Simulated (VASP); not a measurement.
# Ga (Cmcm) in VASP: further runs

Ga is run at these levels: LDA; tasks: electric field gradients, density of states.

Everything below comes from runs of VASP 6.6.1. Logs are shortened: lines on timing, memory, paths and dates and some standing lists are left out, and cuts for length are marked.

### Step 1. The cell of the first run

It takes space group Cmcm (No. 63, orthorhombic). The conventional cell has a = 2.948 Å, b = 8.263 Å, c = 3.222 Å, α = 90.00°, β = 90.00°, γ = 90.00°. Within 3.6 Å of Ga (site symmetry m2m) lie 10 Ga at 2.73 to 3.22 Å.

### Step 2. Electric field gradients, LDA (volume scaled by 1.05)

Contents of INCAR:

```
ALGO = Normal ; EDIFF = 1E-8
ENCUT = 520 ; ISIF = 2
ISMEAR = -1 ; LASPH = T
LCHARG = F ; LEFG = T
LREAL = F ; LWAVE = F
NBANDS = 20 ; NELM = 80
PREC = Accurate ; SIGMA = 0.08
```

Contents of KPOINTS:

```
k-points
0
Gamma
  12 12 10
```

Contents of POSCAR:

```
Ga
1.0
    1.4737747174     -4.1316511905      0.0000000000
    1.4737747174      4.1316511905      0.0000000000
    0.0000000000      0.0000000000      3.2219764511
Ga
2
Direct
    0.8670000000      0.1330000000      0.2500000000
    0.1330000000      0.8670000000      0.7500000000
```

Potentials or basis: VASP PAW LDA potentials, release 64 (Ga_d).

The run is started by

```bash
cat potpaw_LDA.64/Ga_d/POTCAR > POTCAR
mpirun -np 1 vasp_std > vasp.out
```

OUTCAR:

```text
EDIFF = 1E-8
   ENCUT = 520
   ISIF = 2
   ISMEAR = -1
   LASPH = T
   LREAL = F
   NELM = 80
   PREC = Accurate

 ion  position               nearest neighbor table
   1  0.867  0.133  0.250-   2 2.73   2 2.73   2 2.92   2 2.92   2 2.92   2 2.92
   2  0.133  0.867  0.750-   1 2.73   1 2.73   1 2.92   1 2.92   1 2.92   1 2.92

  LATTYP: Found a base centered orthorhombic cell.
 ALAT       =     2.9475494348
 B/A-ratio  =     2.8034482759
 C/A-ratio  =     1.0931034483

  Lattice vectors:

 A1 = (   1.4737747174,  -4.1316511905,   0.0000000000)
 A2 = (   1.4737747174,   4.1316511905,   0.0000000000)
 A3 = (   0.0000000000,   0.0000000000,   3.2219764511)

Analysis of symmetry for initial positions (statically):
=====================================================================
 Subroutine PRICEL returns:
 Original cell was already a primitive cell.

 Routine SETGRP: Setting up the symmetry group for a
 base centered orthorhombic supercell.

 Subroutine GETGRP returns: Found  8 space group operations
 (whereof  4 operations were pure point group operations)
 out of a pool of  8 trial point group operations.

The static configuration has the point symmetry C_2h.
 The point group associated with its full space group is D_2h.

Analysis of symmetry for dynamics (positions and initial velocities):
=====================================================================
 Subroutine PRICEL returns:
 Original cell was already a primitive cell.

 Routine SETGRP: Setting up the symmetry group for a
 base centered orthorhombic supercell.

 Subroutine GETGRP returns: Found  8 space group operations
 (whereof  4 operations were pure point group operations)
 out of a pool of  8 trial point group operations.

The dynamic configuration has the point symmetry C_2h.
 The point group associated with its full space group is D_2h.

 Subroutine INISYM returns: Found  8 space group operations
 (whereof  4 operations are pure point group operations),
 and found     1 'primitive' translations

----------------------------------------------------------------------------------------

                                     Primitive cell

  volume of cell :      39.2380

  direct lattice vectors                    reciprocal lattice vectors
     1.473774717 -4.131651191  0.000000000     0.339264878 -0.121016992  0.000000000
     1.473774717  4.131651191  0.000000000     0.339264878  0.121016992  0.000000000
     0.000000000  0.000000000  3.221976451     0.000000000  0.000000000  0.310368501

  length of vectors
     4.386633502  4.386633502  3.221976451     0.360202401  0.360202401  0.310368501

  position of ions in fractional coordinates (direct lattice)
     0.867000000  0.133000000  0.250000000
     0.133000000  0.867000000  0.750000000

  ion indices of the primitive-cell ions
   primitive index   ion index
                 1           1
                 2           2

----------------------------------------------------------------------------------------

 KPOINTS: k-points

Automatic generation of k-mesh.
 Grid dimensions read from file:
 generate k-points for:   12   12   10

 Generating k-lattice:

  Cartesian coordinates                     Fractional coordinates (reciprocal lattice)
     0.028272073 -0.010084749  0.000000000     0.083333333  0.000000000  0.000000000
     0.028272073  0.010084749  0.000000000     0.000000000  0.083333333  0.000000000
     0.000000000  0.000000000  0.031036850     0.000000000  0.000000000  0.100000000

  Length of vectors
     0.030016867  0.030016867  0.031036850

  Shift w.r.t. Gamma in fractional coordinates (k-lattice)
     0.000000000  0.000000000  0.000000000

 Subroutine IBZKPT returns following result:
 ===========================================

 Found    258 irreducible k-points:

 Following reciprocal coordinates:
            Coordinates               Weight
  0.000000  0.000000  0.000000      1.000000
  0.083333  0.000000  0.000000      4.000000
  0.166667  0.000000  0.000000      4.000000
  0.250000  0.000000  0.000000      4.000000
  0.333333  0.000000  0.000000      4.000000
  0.416667  0.000000  0.000000      4.000000
[... 16 lines left out ...]
  0.500000  0.166667  0.000000      4.000000
 -0.416667  0.166667  0.000000      4.000000
 [... further k-points ...]
   k-points           NKPTS =    258   k-points in BZ     NKDIM =    258   number of bands    NBANDS=     20
   number of dos      NEDOS =    301   number of ions     NIONS =      2
   total plane-waves  NPLWV =  31104
   dimension x,y,z NGX =    36 NGY =   36 NGZ =   24
   dimension x,y,z NGXF=    72 NGYF=   72 NGZF=   48
   ions per type =               2
   NGX,Y,Z   is equivalent  to a cutoff of  13.64, 13.64, 12.38 a.u.
   NGXF,Y,Z  is equivalent  to a cutoff of  27.29, 27.29, 24.77 a.u.
 SYSTEM =  unknown system
   PREC   = accura    normal or accurate (medium, high low for compatibility)
   ISTART =      0    job   : 0-new  1-cont  2-samecut
   ICHARG =      2    charge: 1-file 2-atom 10-const
   ISPIN  =      1    spin polarized calculation?
   LNONCOLLINEAR =      F non collinear calculations
   LSORBIT =      F    spin-orbit coupling
   LASPH  =      T    aspherical Exc in radial PAW
   ENCUT  =  520.0 eV  38.22 Ry    6.18 a.u.   8.16  8.16  5.99*2*pi/ulx,y,z
   NELM   =     80;   NELMIN=  2; NELMDL= -5     # of ELM steps
   EDIFF  = 0.1E-07   stopping-criterion for ELM
   LREAL  =      F    real-space projection
   EDIFFG = 0.1E-06   stopping-criterion for IOM
   NSW    =      0    number of steps for IOM
   IBRION =     -1    ionic relax: 0-MD 1-quasi-New 2-CG
   NFREE  =      0    steps in history (QN), initial steepest desc. (CG)
   ISIF   =      2    stress and relaxation
   ISYM   =      2    0-nonsym 1-usesym 2-fastsym
   POTIM  = 0.5000    time-step for ionic-motion
   TEBEG  =    0.0;   TEEND  =   0.0 temperature during run
   PSTRESS=    0.0 pullay stress
   NELECT =      26.0000    total number of electrons
   NUPDOWN=      -1.0000    fix difference up-down
   EMIN   =  10.00;   EMAX   =-10.00  energy-range for DOS
   EFERMI =   0.00;   METHOD = LEGACY
   ISMEAR =    -1;   SIGMA  =   0.08  broadening in eV -4-tet -1-fermi 0-gaus
   EFERMI_NEDOS =   21; number of points for ismear=-14 and -15
   IALGO  =     38    algorithm
   IMIX   =      4    mixing-type and parameters
     AMIX     =   0.40;   BMIX     =  1.00
     AMIX_MAG =   1.60;   BMIX_MAG =  1.00
  volume/ion in A,a.u.               =      19.62       132.40
  Fermi-wavevector in a.u.,A,eV,Ry     =   1.427240  2.697092 27.715246  2.037013
  Thomas-Fermi vector in A             =   2.547431
   LORBIT       =      0    0 simple, 1 ext, 2 COOP (PROOUT), +10 PAW based schemes
   GGA     = CA    functional components
   LHFCALC =     F    Hartree Fock is set to
   AEXX    =    0.0000 exact exchange contribution
   IVDW    =     0    specifies the selected vdW correction
   LEPSILON=     F    determine dielectric tensor
   LRPA    =     F    only Hartree local field effects (RPA)
 non-spin polarized calculation
  energy-cutoff  :      520.00
  volume of cell :       39.24
 maximum number of plane-waves:      1078
 NGX is ok and might be reduce to    36
   NGX = 17   NGY = 17   NGZ = 11

 number of electron      26.0000013 magnetization

 Free energy of the ion-electron system (eV)
  ---------------------------------------------------
  ext. energy  EPLUGINS =         0.00000000
  ---------------------------------------------------
  free energy    TOTEN  =        -7.05384515 eV

  energy without entropy =       -7.03567022  energy(sigma->0) =       -7.04475769

 E-fermi :   4.9316     XC(G=0): -11.0848

 val. band max:        4.9206348903   @ k =   0.5000   0.0833   0.4000
 cond. band min:       4.9323970513   @ k =   0.3333   0.0833   0.2000
 fundamental gap:      0.0117621609
 Fermi energy:         4.9316422098

 k-point     1 :       0.0000    0.0000    0.0000
  band No.  band energies     occupation
      1     -10.2549      2.00000
      2     -10.2395      2.00000
      3     -10.1772      2.00000
      4     -10.1585      2.00000
      5      -9.9945      2.00000
      6      -9.9824      2.00000
[... 12 lines left out ...]
     19      15.6159      0.00000
     20      16.4751      0.00000

 k-point     2 :       0.0833    0.0000    0.0000
  band No.  band energies     occupation
      1     -10.2486      2.00000
      2     -10.2355      2.00000
      3     -10.1727      2.00000
      4     -10.1365      2.00000
      5     -10.0015      2.00000
      6      -9.9899      2.00000
[... 12 lines left out ...]
     19      16.1744      0.00000
     20      17.7823      0.00000

 k-point     3 :       0.1667    0.0000    0.0000
  band No.  band energies     occupation
      1     -10.2317      2.00000
      2     -10.2249      2.00000
      3     -10.1531      2.00000
      4     -10.0906      2.00000
      5     -10.0173      2.00000
      6     -10.0110      2.00000
[... 12 lines left out ...]
     19      16.6784      0.00000
     20      19.9372      0.00000

 k-point     4 :       0.2500    0.0000    0.0000
  band No.  band energies     occupation
      1     -10.2108      2.00000
      2     -10.2094      2.00000
      3     -10.1274      2.00000
      4     -10.0812      2.00000
      5     -10.0411      2.00000
      6      -9.9929      2.00000
[... 12 lines left out ...]
     19      16.7711      0.00000
     20      19.6823      0.00000

 k-point     5 :       0.3333    0.0000    0.0000
  band No.  band energies     occupation
      1     -10.1973      2.00000
      2     -10.1898      2.00000
      3     -10.1158      2.00000
      4     -10.1004      2.00000
      5     -10.0728      2.00000
      6      -9.9806      2.00000
[... 12 lines left out ...]
     19      16.4118      0.00000
     20      18.0378      0.00000
[... 353 lines left out ...]
      6     -10.0070      2.00000
[... 12 lines left out ...]
     19      15.5092      0.00000
     20      16.7445      0.00000

 k-point    22 :       0.4167    0.1667    0.0000
  band No.  band energies     occupation
      1     -10.1855      2.00000
      2     -10.1809      2.00000
      3     -10.1348      2.00000
      4     -10.0837      2.00000
      5     -10.0641      2.00000
      6     -10.0069      2.00000
[... 12 lines left out ...]
     19      15.7203      0.00000
     20      16.5647      0.00000

 k-point    23 :       0.5000    0.1667    0.0000
  band No.  band energies     occupation
      1     -10.1799      2.00000
      2     -10.1688      2.00000
      3     -10.1327      2.00000
      4     -10.0863      2.00000
      5     -10.0798      2.00000
      6     -10.0114      2.00000
[... 12 lines left out ...]
     19      14.6547      0.00000
     20      16.1071      0.00000

 k-point    24 :      -0.4167    0.1667    0.0000
  band No.  band energies     occupation
      1     -10.1857      2.00000
      2     -10.1686      2.00000
      3     -10.1511      2.00000
      4     -10.0941      2.00000
      5     -10.0613      2.00000
      6     -10.0093      2.00000
[... 12 lines left out ...]
     19      15.1418      0.00000
     20      17.2272      0.00000

 [... further k-points ...]

------------------------ aborting loop because EDIFF is reached ----------------------------------------

  FORCE on cell =-STRESS in cart. coord.  units (eV):
  Direction    XX          YY          ZZ          XY          YZ          ZX
  --------------------------------------------------------------------------------------
  -------------------------------------------------------------------------------------
  Total       -1.7886218     -1.2076549     -1.1426408      0.0000000      0.0000000      0.0000000
  in kB      -73.0334806    -49.3112842    -46.6566128      0.0000000      0.0000000      0.0000000
  external PRESSURE =     -56.3337925 kB  Pullay stress =       0.0000000 kB

 VOLUME and BASIS-vectors are now :
 -----------------------------------------------------------------------------
  energy-cutoff  :      520.00
  volume of cell :       39.24
      direct lattice vectors                 reciprocal lattice vectors
     1.473774717 -4.131651191  0.000000000     0.339264878 -0.121016992  0.000000000
     1.473774717  4.131651191  0.000000000     0.339264878  0.121016992  0.000000000
     0.000000000  0.000000000  3.221976451     0.000000000  0.000000000  0.310368501

 POSITION                                       TOTAL-FORCE (eV/Angst)
 -----------------------------------------------------------------------------------
      1.47377     -3.03263      0.80549         0.000000      0.154507     -0.000000
      1.47377      3.03263      2.41648         0.000000     -0.154507      0.000000
 -----------------------------------------------------------------------------------
    total drift:                                0.000000     -0.000000     -0.000000

  FREE ENERGIE OF THE ION-ELECTRON SYSTEM (eV)
  ---------------------------------------------------
  free  energy   TOTEN  =        -7.0538451534 eV

  energy  without entropy=       -7.0356702198  energy(sigma->0) =       -7.04475769

 Electric field gradients (V/A^2)
---------------------------------------------------------------------
 ion       V_xx      V_yy      V_zz      V_xy      V_xz      V_yz
---------------------------------------------------------------------
   1      10.491   -26.253    15.762    -0.000     0.000    -0.000
   2      10.491   -26.253    15.762    -0.000    -0.000     0.000
---------------------------------------------------------------------

 Electric field gradients after diagonalization (V/A^2)
 (convention: |V_zz| > |V_xx| > |V_yy|)
----------------------------------------------------------------------
 ion       V_xx      V_yy      V_zz     asymmetry (V_yy - V_xx)/ V_zz
----------------------------------------------------------------------
   1      15.762    10.491   -26.253       0.201
   2      15.762    10.491   -26.253       0.201
----------------------------------------------------------------------

           NMR quadrupolar parameters

 Cq : quadrupolar parameter    Cq=e*Q*V_zz/h
 eta: asymmetry parameters     (V_yy - V_xx)/ V_zz
 Q  : nuclear electric quadrupole moment in mb (millibarn)
----------------------------------------------------------------------
 ion       Cq(MHz)       eta       Q (mb)
----------------------------------------------------------------------
   1      -0.063       0.201       1.000
   2      -0.063       0.201       1.000
----------------------------------------------------------------------
```

It took 5.6 min on 1 thread of AMD EPYC 7R13, shared host; peak memory 0.25 GiB.

Results:

```yaml
Free_energy: -7.0538 eV
Pressure: -5.6 GPa
Largest_force: 0.155 eV/Å
Band_gap_on_the_k_mesh: zero (band 13 reaches 9.87 eV, above the bottom of band 14 at 0.97 eV)
```

Forces on the atoms (eV/Å):
```
Ga   0.000  0.155  0.000
Ga   0.000 -0.155  0.000
```

Levels at points of the mesh, in eV from the Fermi level:
```csv
k point,band 10,band 11,band 12,band 13,band 14,band 15,band 16,band 17
"(0.00, 0.00, 0.00)",-14.73,-10.87,-2.10,-1.77,2.80,6.53,7.49,8.39
"(0.50, 0.00, 0.00)",-14.78,-6.60,-5.19,-1.62,-0.50,6.14,6.38,8.51
"(0.50, 0.50, 0.00)",-14.79,-8.92,-8.31,4.93,5.56,5.62,6.66,6.80
"(0.00, 0.00, 0.50)",-14.80,-7.20,-7.20,1.84,1.84,2.36,2.36,9.80
"(0.50, 0.00, 0.50)",-14.78,-3.09,-3.09,-1.52,-1.52,1.82,1.82,4.18
"(0.50, 0.50, 0.50)",-14.85,-5.55,-5.55,-3.97,-3.97,9.14,9.14,10.88
```

Electric field gradients, principal values (V/Å²):
| atom | least | middle | greatest (by size) |
| --- | --- | --- | --- |
| 1 Ga | 10.491 | 15.762 | -26.253 |
| 2 Ga | 10.491 | 15.762 | -26.253 |

Caveat: without QUAD_EFG the Cq values of the log hold for a quadrupole moment of 1 mb, not for the nuclei.

(Part 1 of 2 ends here.)
